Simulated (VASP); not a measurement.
Wanted: the native input for a VASP 6.6.1 run.

| Quantity | Value |
| --- | --- |
| Task | single point |
| Functional | PBE |
| Potentials or basis | VASP PAW PBE potentials, release 64 (Rh_pv) |
| Cutoff | 520 eV |
| k mesh | 13 × 13 × 13 |
| Occupations | methfessel-paxton, width 0.1 eV |
| Spin | no spin polarisation |
| Dipole correction | no |
| Further INCAR settings | ALGO = Normal; EDIFF = 1e-06; NBANDS = 14 |

The structure of Rh lies in POSCAR:

```
Rh
1.0
    0.0000000000      1.8591074964      1.8591074964
    1.8591074964      0.0000000000      1.8591074964
    1.8591074964      1.8591074964      0.0000000000
Rh
1
Direct
    0.0000000000      0.0000000000      0.0000000000
```

One way to write it, as run:

INCAR

```
SYSTEM = Rh
ALGO = Normal ; EDIFF = 1E-6
ENCUT = 520 ; GGA = PE
ISIF = 2 ; ISMEAR = 1
LASPH = .TRUE. ; LCHARG = .FALSE.
LREAL = .FALSE. ; LWAVE = .FALSE.
NBANDS = 14 ; NELM = 100
PREC = Accurate ; SIGMA = 0.1
```

KPOINTS

```
k-points
0
G
  13 13 13
  0 0 0
```

Potentials or basis: VASP PAW PBE potentials, release 64 (Rh_pv).

The run is started by

```bash
$ cat potpaw_PBE.64/Rh_pv/POTCAR > POTCAR
$ mpirun -np 1 vasp_std > vasp.out
```

It gave:

```json
{"Pressure": "28.9 GPa"}
```

Wall time 7.9 s on 1 thread of Intel(R) Xeon(R) 6975P-C (Granite Rapids), on a shared host, peak memory 0.13 GiB.
